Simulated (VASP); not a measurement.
Input of a VASP 6.6.1 run:

INCAR

```
PREC = Accurate ; ENCUT = 520
EDIFF = 1E-6 ; ISMEAR = 0
SIGMA = 0.05 ; LREAL = False
LASPH = True ; NELM = 100
ALGO = Normal ; ISIF = 2
LWAVE = False ; LCHARG = True
GGA = PE ; LELF = True
LVHAR = True ; NBANDS = 36
```

File KPOINTS:

```
Automatic mesh
0
Gamma
  8 8 8
```

The input POSCAR:

```
CoSi
1.0
    4.3709107862      0.0000000000      0.0000000000
    0.0000000000      4.3709107862      0.0000000000
    0.0000000000      0.0000000000      4.3709107862
Co Si
4 4
Direct
    0.1463860226      0.1463860226      0.1463860226
    0.3536139774      0.8536139774      0.6463860226
    0.6463860226      0.3536139774      0.8536139774
    0.8536139774      0.6463860226      0.3536139774
    0.8436851605      0.8436851605      0.8436851605
    0.6563148395      0.1563148395      0.3436851605
    0.3436851605      0.6563148395      0.1563148395
    0.1563148395      0.3436851605      0.6563148395
```

Potentials or basis: VASP PAW PBE potentials, release 64 (Co, Si).

Run with:

```bash
$ cat potpaw_PBE.64/Co/POTCAR potpaw_PBE.64/Si/POTCAR > POTCAR
$ mpirun -np 1 vasp_std > vasp.out
```

Task: What does it give for the largest force?

Result: 0.004 eV/Å.

Task: Predict the band gap on the k mesh.

Result: Zero (bands 26 and 27 overlap by 0.23 eV).

Forces on the atoms (eV/Å):
```
Co   0.000  0.000  0.000
Co   0.000  0.000  0.000
Co   0.000  0.000  0.000
Co   0.000  0.000  0.000
Si   0.002  0.002  0.002
Si  -0.002 -0.002  0.002
Si   0.002 -0.002 -0.002
Si  -0.002  0.002 -0.002
```

Caveat: the run has no spin polarisation, though such a crystal can be magnetic. Spin polarisation is off, so any magnetic state and its effect on volume and gap are missing.
